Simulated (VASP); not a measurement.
Write the native input for VASP 6.6.1 that does the following.

* Task: relaxation of cell and atoms
* Functional: PBE
* Potentials or basis: VASP PAW PBE potentials, release 64 (Mg, Nb_sv, O)
* Cutoff: 600 eV
* k mesh: 6 × 6 × 6
* Occupations: gaussian, width 0.1 eV
* Spin: no spin polarisation
* Dipole correction: no
* Further INCAR settings: ALGO = Normal; EDIFF = 1e-07; IBRION = 2; EDIFFG = -0.01; NSW = 100; ISIF = 3

The structure of Mg3NbO2 lies in POSCAR:

```
Mg3NbO2
1.0
    3.6256525275      2.0932714628      3.8320113754
   -3.6256525275      2.0932714628      3.8320113754
    0.0000000000     -4.1865429255      3.8320113754
Mg Nb O
3 1 2
Direct
    0.0000000000      0.5000000000      0.0000000000
    0.0000000000      0.0000000000      0.5000000000
    0.5000000000      0.0000000000      0.0000000000
    0.0000000000      0.0000000000      0.0000000000
    0.1696488023      0.1696488023      0.1696488023
    0.8303511977      0.8303511977      0.8303511977
```

The cell was generated, and may not be a known phase.

The input as run:

INCAR

```
SYSTEM = Mg3NbO2
  PREC = Accurate
  ENCUT = 600
  EDIFF = 1E-7
  ISMEAR = 0
  SIGMA = 0.1
  LREAL = .False.
  LASPH = .True.
  NELM = 100
  ALGO = Normal
  ISIF = 3
  LWAVE = .False.
  LCHARG = .False.
  GGA = PE
  IBRION = 2
  NSW = 100
  EDIFFG = -0.01
```

KPOINTS

```
regular mesh
0
Gamma
  6 6 6
  0 0 0
```

Potentials or basis: VASP PAW PBE potentials, release 64 (Mg, Nb_sv, O).

Launch:

```bash
$ cat potpaw_PBE.64/Mg/POTCAR potpaw_PBE.64/Nb_sv/POTCAR potpaw_PBE.64/O/POTCAR > POTCAR
$ mpirun -np 1 vasp_std > vasp.out
```

It gave:

```
Relaxed volume                        : 28.76 Å³/atom
Relaxed cell                          : a = 5.620 Å, b = 5.620 Å, c = 5.620 Å, α = 81.80°, β = 81.80°, γ = 81.80°
Space group after relaxing (to 0.1 Å) : R-3m (No. 166)
Energy gained by relaxing             : 1.6 meV/atom
Ionic steps                           : 13
Pressure after relaxing               : 0.0 GPa
Band gap on the k mesh                : zero (an odd number of electrons rules out a gap without spin polarisation)
```

Caveat: an odd number of electrons without spin polarisation forces a metal; a magnetic or distorted state may lie lower.

It took 36 min on 1 thread of Intel Xeon 8259CL, with other jobs on the host, peak memory 0.45 GiB.
